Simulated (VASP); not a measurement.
## Al: single point with r2SCAN

Crystal: Al.

```xyz
1
Lattice="1.5949 1.5949 1.5949 -1.5949 1.5949 1.5949 -1.5949 -1.5949 1.5949" Properties=species:S:1:pos:R:3 pbc="T T T"
Al    0.0000    0.0000    0.0000
```

This isn't the form of Al at room conditions, which is fcc.

| Property | Result |
| --- | --- |
| Program | VASP 6.6.1 |
| Task | single point |
| Functional | r2SCAN |
| Potentials or basis | VASP PAW PBE potentials, release 64 (Al) |
| Cutoff | 550 eV |
| k mesh | 9 × 9 × 9 |
| Occupations | fermi-dirac, width 0.05 eV |
| Spin | no spin polarisation |

The pressure is -0.3 GPa. The band gap on the k mesh is zero (an odd number of electrons rules out a gap without spin polarisation).

Levels at points of the mesh, in eV from the Fermi level:
```
           k point  band 1  band 2  band 3  band 4  band 5  band 6
(0.00, 0.00, 0.00)  -12.07   14.04   14.04   14.04   16.08   16.08
```

Wall time 31 s on 1 thread of Intel Xeon 8259CL, on a shared host, peak memory 0.13 GiB.

Caveat: the PAW data sets were made with another functional, which shifts forces and pressure a little.
